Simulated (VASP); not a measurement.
# Ta2PbO3 (P6/mmm) in VASP: relaxation of cell and atoms with PBE

Aim: the relaxation of cell and atoms of Ta2PbO3 with PBE.

Everything below comes from runs of VASP 6.6.1. Logs are shortened: lines on timing, memory, paths and dates and some standing lists are left out, and cuts for length are marked.

## 1. The cell of the first run

Symmetry: P6/mmm, No. 191, hexagonal system. Conventional cell: a = 6.640 Å, b = 6.640 Å, c = 3.018 Å, α = 90.00°, β = 90.00°, γ = 120.00°. Within 2.5 Å of Ta (site symmetry -6m2) lie 3 O at 1.92 Å. Within 4.0 Å of Pb (site symmetry 6/mmm) lie 2 Pb at 3.02 Å and 6 O at 3.32 Å and 6 Ta at 3.83 Å. Within 2.5 Å of O (site symmetry mmm) lie 2 Ta at 1.92 Å.

## 2. Relaxation of cell and atoms, PBE

The input, INCAR:

```
PREC = Accurate ; ENCUT = 600
EDIFF = 1E-7 ; ISMEAR = 0
SIGMA = 0.1 ; LREAL = F
LASPH = T ; NELM = 60
ALGO = Normal ; ISIF = 3
LWAVE = F ; LCHARG = F
GGA = PE ; IBRION = 2
NSW = 100 ; EDIFFG = -0.01
```

The input, KPOINTS:

```
Automatic mesh
0
Gamma
  6 6 10
```

The input, POSCAR:

```
Ta2PbO3
1.0
    6.6399044549      0.0000000000      0.0000000000
   -3.3199522274      5.7503259366      0.0000000000
    0.0000000000      0.0000000000      3.0184622456
Ta Pb O
2 1 3
Direct
    0.3333333333      0.6666666667      0.0000000000
    0.6666666667      0.3333333333      0.0000000000
    0.0000000000      0.0000000000      0.0000000000
    0.5000000000      0.0000000000      0.0000000000
    0.0000000000      0.5000000000      0.0000000000
    0.5000000000      0.5000000000      0.0000000000
```

Potentials or basis: VASP PAW PBE potentials, release 64 (Ta_pv, Pb_d, O).

The run is started by

```sh
$ cat potpaw_PBE.64/Ta_pv/POTCAR potpaw_PBE.64/Pb_d/POTCAR potpaw_PBE.64/O/POTCAR > POTCAR
$ mpirun -np 1 vasp_std > vasp.out
```

OUTCAR:

```text
PREC = Accurate
   ENCUT = 600
   EDIFF = 1E-7
   ISMEAR = 0
   LREAL = F
   LASPH = T
   NELM = 60
   ISIF = 3
   GGA = PE
   IBRION = 2
   NSW = 100
   EDIFFG = -0.01

 ion  position               nearest neighbor table
   1  0.333  0.667  0.000-   4 1.92   5 1.92   6 1.92   3 3.83   3 3.83   3 3.83
   2  0.667  0.333  0.000-   4 1.92   5 1.92   6 1.92   3 3.83   3 3.83   3 3.83
   3  0.000  0.000  0.000-   1 3.83   2 3.83   1 3.83   2 3.83   2 3.83   1 3.83
   4  0.500  0.000  0.000-   1 1.92   2 1.92
   5  0.000  0.500  0.000-   1 1.92   2 1.92
   6  0.500  0.500  0.000-   1 1.92   2 1.92

  LATTYP: Found a hexagonal cell.
 ALAT       =     6.6399044549
 C/A-ratio  =     0.4545942289

  Lattice vectors:

 A1 = (   6.6399044549,   0.0000000000,   0.0000000000)
 A2 = (  -3.3199522274,   5.7503259366,   0.0000000000)
 A3 = (   0.0000000000,   0.0000000000,   3.0184622456)

Analysis of symmetry for initial positions (statically):
=====================================================================
 Subroutine PRICEL returns:
 Original cell was already a primitive cell.

 Routine SETGRP: Setting up the symmetry group for a
 hexagonal supercell.

 Subroutine GETGRP returns: Found 24 space group operations
 (whereof 24 operations were pure point group operations)
 out of a pool of 24 trial point group operations.

The static configuration has the point symmetry D_6h.

Analysis of symmetry for dynamics (positions and initial velocities):
=====================================================================
 Subroutine PRICEL returns:
 Original cell was already a primitive cell.

 Routine SETGRP: Setting up the symmetry group for a
 hexagonal supercell.

 Subroutine GETGRP returns: Found 24 space group operations
 (whereof 24 operations were pure point group operations)
 out of a pool of 24 trial point group operations.

The dynamic configuration has the point symmetry D_6h.

 Subroutine INISYM returns: Found 24 space group operations
 (whereof 24 operations are pure point group operations),
 and found     1 'primitive' translations

----------------------------------------------------------------------------------------

                                     Primitive cell

  volume of cell :     115.2498

  direct lattice vectors                    reciprocal lattice vectors
     6.639904455  0.000000000  0.000000000     0.150604577  0.086951593  0.000000000
    -3.319952227  5.750325937  0.000000000     0.000000000  0.173903186  0.000000000
     0.000000000  0.000000000  3.018462246     0.000000000  0.000000000  0.331294520

  length of vectors
     6.639904455  6.639904455  3.018462246     0.173903186  0.173903186  0.331294520

  position of ions in fractional coordinates (direct lattice)
     0.333333333  0.666666667  0.000000000
     0.666666667  0.333333333  0.000000000
     0.000000000  0.000000000  0.000000000
     0.500000000  0.000000000  0.000000000
     1.000000000  0.500000000  0.000000000
     0.500000000  0.500000000  0.000000000

  ion indices of the primitive-cell ions
   primitive index   ion index
                 1           1
                 2           2
                 3           3
                 4           4
                 5           5
                 6           6

----------------------------------------------------------------------------------------

 KPOINTS: Automatic mesh

Automatic generation of k-mesh.
 Grid dimensions read from file:
 generate k-points for:    6    6   10

 Generating k-lattice:

  Cartesian coordinates                     Fractional coordinates (reciprocal lattice)
     0.025100763  0.014491932  0.000000000     0.166666667  0.000000000  0.000000000
     0.000000000  0.028983864  0.000000000     0.000000000  0.166666667  0.000000000
     0.000000000  0.000000000  0.033129452     0.000000000  0.000000000  0.100000000

  Length of vectors
     0.028983864  0.028983864  0.033129452

  Shift w.r.t. Gamma in fractional coordinates (k-lattice)
     0.000000000  0.000000000  0.000000000

 Subroutine IBZKPT returns following result:
 ===========================================

 Found     42 irreducible k-points:

 Following reciprocal coordinates:
            Coordinates               Weight
  0.000000  0.000000  0.000000      1.000000
  0.166667  0.000000  0.000000      6.000000
  0.333333  0.000000  0.000000      6.000000
  0.500000  0.000000  0.000000      3.000000
  0.166667  0.166667  0.000000      6.000000
  0.333333  0.166667  0.000000     12.000000
[... 16 lines left out ...]
  0.166667  0.000000  0.300000     12.000000
  0.333333  0.000000  0.300000     12.000000
 [... further k-points ...]
   k-points           NKPTS =     42   k-points in BZ     NKDIM =     42   number of bands    NBANDS=     32
   number of dos      NEDOS =    301   number of ions     NIONS =      6
   total plane-waves  NPLWV =  69984
   dimension x,y,z NGX =    54 NGY =   54 NGZ =   24
   dimension x,y,z NGXF=   108 NGYF=  108 NGZF=   48
   ions per type =               2   1   3
   NGX,Y,Z   is equivalent  to a cutoff of  13.52, 13.52, 13.22 a.u.
   NGXF,Y,Z  is equivalent  to a cutoff of  27.04, 27.04, 26.44 a.u.
 SYSTEM =  unknown system
   PREC   = accura    normal or accurate (medium, high low for compatibility)
   ISTART =      0    job   : 0-new  1-cont  2-samecut
   ICHARG =      2    charge: 1-file 2-atom 10-const
   ISPIN  =      1    spin polarized calculation?
   LNONCOLLINEAR =      F non collinear calculations
   LSORBIT =      F    spin-orbit coupling
   LASPH  =      T    aspherical Exc in radial PAW
   ENCUT  =  600.0 eV  44.10 Ry    6.64 a.u.  13.26 13.26  6.03*2*pi/ulx,y,z
   NELM   =     60;   NELMIN=  2; NELMDL= -5     # of ELM steps
   EDIFF  = 0.1E-06   stopping-criterion for ELM
   LREAL  =      F    real-space projection
   EDIFFG = -.1E-01   stopping-criterion for IOM
   NSW    =    100    number of steps for IOM
   IBRION =      2    ionic relax: 0-MD 1-quasi-New 2-CG
   NFREE  =      1    steps in history (QN), initial steepest desc. (CG)
   ISIF   =      3    stress and relaxation
   ISYM   =      2    0-nonsym 1-usesym 2-fastsym
   POTIM  = 0.5000    time-step for ionic-motion
   TEBEG  =    0.0;   TEEND  =   0.0 temperature during run
   PSTRESS=    0.0 pullay stress
   NELECT =      54.0000    total number of electrons
   NUPDOWN=      -1.0000    fix difference up-down
   EMIN   =  10.00;   EMAX   =-10.00  energy-range for DOS
   EFERMI =   0.00;   METHOD = LEGACY
   ISMEAR =     0;   SIGMA  =   0.10  broadening in eV -4-tet -1-fermi 0-gaus
   EFERMI_NEDOS =   21; number of points for ismear=-14 and -15
   IALGO  =     38    algorithm
   IMIX   =      4    mixing-type and parameters
     AMIX     =   0.40;   BMIX     =  1.00
     AMIX_MAG =   1.60;   BMIX_MAG =  1.00
  volume/ion in A,a.u.               =      19.21       129.62
  Fermi-wavevector in a.u.,A,eV,Ry     =   1.271528  2.402840 21.997689  1.616785
  Thomas-Fermi vector in A             =   2.404457
   LORBIT       =      0    0 simple, 1 ext, 2 COOP (PROOUT), +10 PAW based schemes
   GGA     = PE    functional components
   LHFCALC =     F    Hartree Fock is set to
   AEXX    =    0.0000 exact exchange contribution
   IVDW    =     0    specifies the selected vdW correction
   LEPSILON=     F    determine dielectric tensor
   LRPA    =     F    only Hartree local field effects (RPA)
 conjugate gradient relaxation of ions
 non-spin polarized calculation
 Gauss-broadening in eV      SIGMA  =   0.10
  energy-cutoff  :      600.00
  volume of cell :      115.25
 maximum number of plane-waves:      3876
 NGX is ok and might be reduce to    54
   NGX = 27   NGY = 27   NGZ = 13

--------------------------------------- Ionic step        1  -------------------------------------------

 number of electron      53.9999992 magnetization

 Free energy of the ion-electron system (eV)
  ---------------------------------------------------
  ext. energy  EPLUGINS =         0.00000000
  ---------------------------------------------------
  free energy    TOTEN  =       -50.66093566 eV

  energy without entropy =      -50.63878931  energy(sigma->0) =      -50.64986248

------------------------ aborting loop because EDIFF is reached ----------------------------------------

  FORCE on cell =-STRESS in cart. coord.  units (eV):
  Direction    XX          YY          ZZ          XY          YZ          ZX
  --------------------------------------------------------------------------------------
  -------------------------------------------------------------------------------------
  Total        0.8585046      0.8585046     -2.3192886      0.0000000     -0.0000000      0.0000000
  in kB       11.9347464     11.9347464    -32.2422493      0.0000000     -0.0000000      0.0000000
  external PRESSURE =      -2.7909189 kB  Pullay stress =       0.0000000 kB

 VOLUME and BASIS-vectors are now :
 -----------------------------------------------------------------------------
  energy-cutoff  :      600.00
  volume of cell :      115.25
      direct lattice vectors                 reciprocal lattice vectors
     6.639904455  0.000000000  0.000000000     0.150604577  0.086951593  0.000000000
    -3.319952227  5.750325937  0.000000000     0.000000000  0.173903186  0.000000000
     0.000000000  0.000000000  3.018462246     0.000000000  0.000000000  0.331294520
[... 41 lines left out ...]
 POSITION                                       TOTAL-FORCE (eV/Angst)
 -----------------------------------------------------------------------------------
     -0.00000      3.86001      2.96217         0.000000     -0.000000      0.000000
      3.34287      1.93001      0.00000        -0.000000      0.000000     -0.000000
      0.00000      0.00000      0.00000         0.000000      0.000000      0.000000
      3.34287      0.00000      0.00000         0.000000      0.000000      0.000000
     -1.67143      2.89501      0.00000         0.000000      0.000000      0.000000
      1.67143      2.89501      0.00000         0.000000      0.000000      0.000000
 -----------------------------------------------------------------------------------
    total drift:                                0.000000      0.000000     -0.000000

  FREE ENERGIE OF THE ION-ELECTRON SYSTEM (eV)
  ---------------------------------------------------
  free  energy   TOTEN  =       -50.6829979482 eV

  energy  without entropy=      -50.6655821640  energy(sigma->0) =      -50.67429006

--------------------------------------- Ionic step        3  -------------------------------------------

 number of electron      53.9999990 magnetization

 E-fermi :   4.3380     XC(G=0):  -9.9955

 val. band max:        4.3331012114   @ k =   0.3333   0.1667   0.3000
 cond. band min:       4.3387206990   @ k =   0.5000   0.0000   0.3000
 fundamental gap:      0.0056194876
 Fermi energy:         4.3379679029

 k-point     1 :       0.0000    0.0000    0.0000
  band No.  band energies     occupation
      1     -31.6460      2.00000
      2     -31.6460      2.00000
      3     -31.5269      2.00000
      4     -31.5269      2.00000
      5     -30.6761      2.00000
      6     -30.6682      2.00000
[... 893 lines left out ...]
 POSITION                                       TOTAL-FORCE (eV/Angst)
 -----------------------------------------------------------------------------------
     -0.00000      3.83464      2.93310        -0.000000      0.000000     -0.000000
      3.32090      1.91732      0.00000         0.000000     -0.000000      0.000000
     -0.00000     -0.00000      2.93310         0.000000     -0.000000     -0.000000
      3.32090      0.00000      2.93310         0.000000     -0.000000     -0.000000
     -1.66045      2.87598      2.93310        -0.000000     -0.000000     -0.000000
      1.66045      2.87598      2.93310         0.000000     -0.000000     -0.000000
 -----------------------------------------------------------------------------------
    total drift:                                0.000000      0.000000     -0.000000

  FREE ENERGIE OF THE ION-ELECTRON SYSTEM (eV)
  ---------------------------------------------------
  free  energy   TOTEN  =       -50.6840193276 eV

  energy  without entropy=      -50.6691043809  energy(sigma->0) =      -50.67656185

--------------------------------------- Ionic step        5  -------------------------------------------

 number of electron      53.9999991 magnetization

 Free energy of the ion-electron system (eV)
  ---------------------------------------------------
  ext. energy  EPLUGINS =         0.00000000
  ---------------------------------------------------
  free energy    TOTEN  =       -50.68942658 eV

  energy without entropy =      -50.67286279  energy(sigma->0) =      -50.68114468

 E-fermi :   4.4338     XC(G=0): -10.0525

 val. band max:        4.4106526102   @ k =   0.3333   0.0000   0.2000
 cond. band min:       4.4420763716   @ k =   0.3333   0.1667   0.3000
 fundamental gap:      0.0314237613
 Fermi energy:         4.4337866133

 k-point     1 :       0.0000    0.0000    0.0000
  band No.  band energies     occupation
      1     -31.5357      2.00000
      2     -31.5357      2.00000
      3     -31.4119      2.00000
      4     -31.4119      2.00000
      5     -30.5430      2.00000
      6     -30.5347      2.00000
[... 853 lines left out ...]
 POSITION                                       TOTAL-FORCE (eV/Angst)
 -----------------------------------------------------------------------------------
     -0.00000      3.84495      0.00000         0.000000     -0.000000     -0.000000
      3.32982      1.92247      0.00000        -0.000000      0.000000      0.000000
      0.00000      0.00000      0.00000         0.000000     -0.000000      0.000000
      3.32982      0.00000     -0.00000         0.000000     -0.000000      0.000000
     -1.66491      2.88371      0.00000         0.000000     -0.000000      0.000000
      1.66491      2.88371      0.00000         0.000000     -0.000000      0.000000
 -----------------------------------------------------------------------------------
    total drift:                                0.000000      0.000000     -0.000000

  FREE ENERGIE OF THE ION-ELECTRON SYSTEM (eV)
  ---------------------------------------------------
  free  energy   TOTEN  =       -50.6894265768 eV

  energy  without entropy=      -50.6728627929  energy(sigma->0) =      -50.68114468

 reached required accuracy - stopping structural energy minimisation
```

Wall time 14 min (1 thread of Intel Xeon 6975P-C, shared host); peak memory 0.4 GiB.

What came out:

- Free energy: -50.6894 eV
- Relaxed volume: 18.90 Å³/atom
- Relaxed cell: a = 6.660 Å, b = 6.660 Å, c = 2.952 Å, α = 90.00°, β = 90.00°, γ = 120.00°
- Space group after relaxing (to 0.05 Å): P6/mmm (No. 191)
- Energy gained by relaxing: 4.7 meV/atom
- Ionic steps: 5
- Pressure after relaxing: 0.0 GPa
- Band gap on the k mesh: zero (band 27 reaches 4.78 eV, above the bottom of band 28 at 3.63 eV)

The path:
| step | energy change (eV) | largest force (eV/Å) | pressure (GPa) | volume (Å³) |
| --- | --- | --- | --- | --- |
| 1 | 0.0000 | 0.0000 | -0.28 | 115.25 |
| 2 | -0.0221 | 0.0000 | -1.51 | 114.67 |
| 3 | -0.0231 | 0.0000 | -1.32 | 114.77 |
| 4 | -0.0231 | 0.0000 | 1.32 | 112.05 |
| 5 | -0.0285 | 0.0000 | -0.03 | 113.40 |

Final structure:
```xyz
6
Lattice="6.6596 0.0000 0.0000 -3.3298 5.7674 0.0000 0.0000 0.0000 2.9525" Properties=species:S:1:pos:R:3 pbc="T T T"
Ta    0.0000    3.8449    0.0000
Ta    3.3298    1.9225    0.0000
Pb    0.0000    0.0000    0.0000
O     3.3298    0.0000    0.0000
O    -1.6649    2.8837    0.0000
O     1.6649    2.8837    0.0000
```

Caveat: spin-orbit coupling is left out, which moves the levels of the heavy elements.
